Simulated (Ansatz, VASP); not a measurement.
## Na2Ag in VASP and in Ansatz

```
Na Ag
1.0
     5.24219    0.00000    0.00000
    -2.62109    4.53987    0.00000
     0.00000    0.00000    3.11244
Na Ag
2 1
Direct
  0.33333 0.66667 0.50000
  0.66667 0.33333 0.50000
  0.00000 0.00000 0.00000
```

Alike in both runs: functional PBE; k mesh 8 × 8 × 8; no spin polarisation; Hubbard terms Ag d U = 3.0 eV.

Ansatz relaxed the structure, and its values are those at the end. VASP's run is a single point on that final structure, the one shown.

```csv
,VASP,Ansatz
version,VASP 6.6.1,Ansatz 0.2.0
potentials or method,"VASP PAW PBE potentials, release 64 (Na_sv, Ag_sv_GW), cutoff 1130 eV",PAW plane waves
occupations,"fermi-dirac, width 0.1 eV",fermi-dirac
valence electrons in the cell,37,37
```

```tsv
	VASP	Ansatz	Ansatz less VASP
gap on the k mesh at the Fermi level (eV)	none	none	-
pressure (GPa)	-0.1	0.0	+0.07
```

The programs project onto different local orbitals, so the same U acts differently, and such runs can settle in different states. A gap of «none» marks a metal or a gap that the smearing closes. Ansatz's warnings: filled band counts differ across k points, structure snapped to symmetry.
